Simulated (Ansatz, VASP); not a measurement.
# Se: VASP beside Ansatz

```
CELL_PARAMETERS angstrom
4.06815 0.00000 0.00000
-2.03407 3.52312 0.00000
0.00000 0.00000 5.12773
ATOMIC_POSITIONS crystal
Se 0.24735 0.00000 0.33333
Se 0.00000 0.24735 0.66667
Se 0.75265 0.75265 0.00000
```

Alike in both runs: task relaxation of cell and atoms; functional PBE; k mesh 12 × 12 × 8; occupations gaussian, width 0.02 eV; no spin polarisation.

```csv
,VASP,Ansatz
version,VASP 6.6.1,Ansatz 0.2.0
potentials or method,"VASP PAW PBE potentials, release 64 (Se), cutoff 600 eV","scalar-relativistic, plane waves, PAW"
valence electrons in the cell,18,48
```

Ansatz gave:

```
gap on the k mesh at the Fermi level, each at its own relaxed structure (eV) : 1.04
relaxed volume (Å³/atom)                                                     : 29.85
relaxed cell length with the largest relative difference (Å)                 : 5.043
```

Problem. What did VASP give for the same quantities?

Solution. gap on the k mesh at the Fermi level, each at its own relaxed structure (eV): 1.02; relaxed volume (Å³/atom): 29.88; relaxed cell length with the largest relative difference (Å): 5.046.

VASP's potentials hold 18 valence electrons a cell and Ansatz's 48, so a difference there can come from the potentials and not from the codes.

Noted on VASP's run: the volume moved by over 15 % at a fixed basis, so the end points are rough.
